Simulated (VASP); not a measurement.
Set up this calculation in VASP 6.6.1, as the native input.

| Item | Value |
| --- | --- |
| Task | single point |
| Functional | HSE06 |
| Potentials or basis | VASP PAW PBE potentials, release 64 (Ca_sv, O) |
| Cutoff | 520 eV |
| k mesh | 6 × 6 × 2 |
| Occupations | gaussian, width 0.01 eV |
| Spin | no spin polarisation |
| Dipole correction | no |
| Grid for exact exchange (PRECFOCK) | Normal |
| Further INCAR settings | ALGO = Normal; EDIFF = 1e-06; NBANDS = 24 |
| Share of exact exchange | 0.25 |
| Screening parameter | 0.2079 1/Å |

The system is CaO.

```xyz
4
Lattice="3.9810 0.0000 0.0000 -1.9905 3.4477 0.0000 0.0000 0.0000 4.7701" Properties=species:S:1:pos:R:3 pbc="T T T"
Ca    0.0000    2.2984    1.1925
Ca    1.9905    1.1492    3.5776
O     1.9905    1.1492    1.1925
O     0.0000    2.2984    3.5776
```

The input as run:

POSCAR

```
CaO
1.0
    3.9810268818      0.0000000000      0.0000000000
   -1.9905134409      3.4476704128      0.0000000000
    0.0000000000      0.0000000000      4.7701152067
Ca O
2 2
Direct
    0.3333333333      0.6666666667      0.2500000000
    0.6666666667      0.3333333333      0.7500000000
    0.6666666667      0.3333333333      0.2500000000
    0.3333333333      0.6666666667      0.7500000000
```

INCAR.step1

```
  PREC = Accurate
  ENCUT = 520
  EDIFF = 1E-5
  ISMEAR = 0
  SIGMA = 0.01
  LREAL = F
  LASPH = T
  NELM = 100
  ALGO = Normal
  ISIF = 2
  LWAVE = T
  NBANDS = 24
  GGA = PE
```

INCAR.step2

```
  PREC = Accurate
  ENCUT = 520
  EDIFF = 1E-6
  ISMEAR = 0
  SIGMA = 0.01
  LREAL = F
  LASPH = T
  NELM = 100
  ALGO = Normal
  ISIF = 2
  LWAVE = F
  LCHARG = T
  GGA = PE
  LHFCALC = T
  HFSCREEN = 0.2079
  PRECFOCK = Normal
  LELF = T
  LVHAR = T
  NBANDS = 24
  ISTART = 1
```

KPOINTS

```
regular mesh
0
Gamma
  6 6 2
```

Potentials or basis: VASP PAW PBE potentials, release 64 (Ca_sv, O).

The run is started by

```bash
$ cat potpaw_PBE.64/Ca_sv/POTCAR potpaw_PBE.64/O/POTCAR > POTCAR
$ cp INCAR.step1 INCAR
$ mpirun -np 1 vasp_std > vasp.out
$ cp INCAR.step2 INCAR
$ mpirun -np 1 vasp_std > vasp.out
```

It gave:

```
Pressure               : 1.0 GPa
Band gap on the k mesh : 4.56 eV
```

Caveat: the k points lie up to 0.66 Å⁻¹ apart; the PAW data sets were made with another functional, which shifts forces and pressure a little.

Run time: 27 min on 1 thread of AMD EPYC 9R45 96-Core Processor (Zen 5), on a shared host, peak memory 0.27 GiB.
